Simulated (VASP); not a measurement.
Crystal: MgO.

```xyz
12
Lattice="5.6406 0.0000 0.0000 0.0000 5.6406 0.0000 0.0000 0.0000 5.6406" Properties=species:S:1:pos:R:3 pbc="T T T"
Mg    1.4101    0.0000    2.8203
Mg    0.0000    2.8203    1.4101
Mg    2.8203    4.2304    0.0000
Mg    4.2304    0.0000    2.8203
Mg    0.0000    2.8203    4.2304
Mg    2.8203    1.4101    0.0000
O     1.4101    2.8203    0.0000
O     2.8203    0.0000    1.4101
O     0.0000    4.2304    2.8203
O     4.2304    2.8203    0.0000
O     2.8203    0.0000    4.2304
O     0.0000    1.4101    2.8203
```

```yaml
Program: VASP 6.6.1
Task: relaxation of cell and atoms
Functional: LDA
Potentials_or_basis: VASP PAW LDA potentials, release 64 (Mg, O)
Cutoff: 600 eV
k_mesh: 4 × 4 × 4
Occupations: gaussian, width 0.02 eV
Spin: no spin polarisation
```

At the start: pressure -6.7 GPa; volume 14.96 Å³/atom.

Question: How do energy, volume and symmetry change on relaxing?

Answer: Over 3 steps the energy falls by 23.3 meV/atom and the volume is 13.91 Å³/atom (-7.0 %); space group Pm-3n (No. 223, to 0.1 Å) before and after.

Step by step:
| step | energy change (eV) | largest force (eV/Å) | pressure (GPa) | volume (Å³) |
| --- | --- | --- | --- | --- |
| 1 | 0.0000 | 0.0000 | -6.74 | 179.46 |
| 2 | -0.2553 | 0.0000 | 2.31 | 163.61 |
| 3 | -0.2791 | 0.0000 | 0.00 | 166.96 |

Final structure:
```yaml
crystal:
  lattice:
    - [5.50646, 0.00000, 0.00000]
    - [0.00000, 5.50646, 0.00000]
    - [0.00000, 0.00000, 5.50646]
  atoms:
    - { symbol: Mg, position: [0.25000, 0.00000, 0.50000] }
    - { symbol: Mg, position: [0.00000, 0.50000, 0.25000] }
    - { symbol: Mg, position: [0.50000, 0.75000, 0.00000] }
    - { symbol: Mg, position: [0.75000, 0.00000, 0.50000] }
    - { symbol: Mg, position: [0.00000, 0.50000, 0.75000] }
    - { symbol: Mg, position: [0.50000, 0.25000, 0.00000] }
    - { symbol: O, position: [0.25000, 0.50000, 0.00000] }
    - { symbol: O, position: [0.50000, 0.00000, 0.25000] }
    - { symbol: O, position: [0.00000, 0.75000, 0.50000] }
    - { symbol: O, position: [0.75000, 0.50000, 0.00000] }
    - { symbol: O, position: [0.50000, 0.00000, 0.75000] }
    - { symbol: O, position: [0.00000, 0.25000, 0.50000] }
```
